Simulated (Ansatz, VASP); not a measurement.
# Mo in VASP and in Ansatz

```
CELL_PARAMETERS angstrom
-1.56479 1.56479 1.56479
1.56479 -1.56479 1.56479
1.56479 1.56479 -1.56479
ATOMIC_POSITIONS crystal
Mo 0.00000 0.00000 0.00000
```

Alike in both runs: task single point; functional PBEsol; k mesh 36 × 36 × 36; no spin polarisation.

|  | VASP | Ansatz |
| --- | --- | --- |
| version | VASP 6.6.1 | Ansatz 0.2.0 |
| potentials or method | VASP PAW PBE potentials, release 64 (Mo_sv), cutoff 520 eV | plane-wave PAW, scalar-relativistic |
| occupations | methfessel-paxton of order 1, width 0.1 eV | cold, width 0.1 eV |
| valence electrons in the cell | 14 | 14 |

Ansatz gave:

```
pressure (GPa) : 0.0
```

Question: What did VASP give for the same quantities?

Answer: Pressure (GPa): 0.5.

VASP's potentials were made for PBE, not for PBEsol, and Ansatz warns of the same on its side.
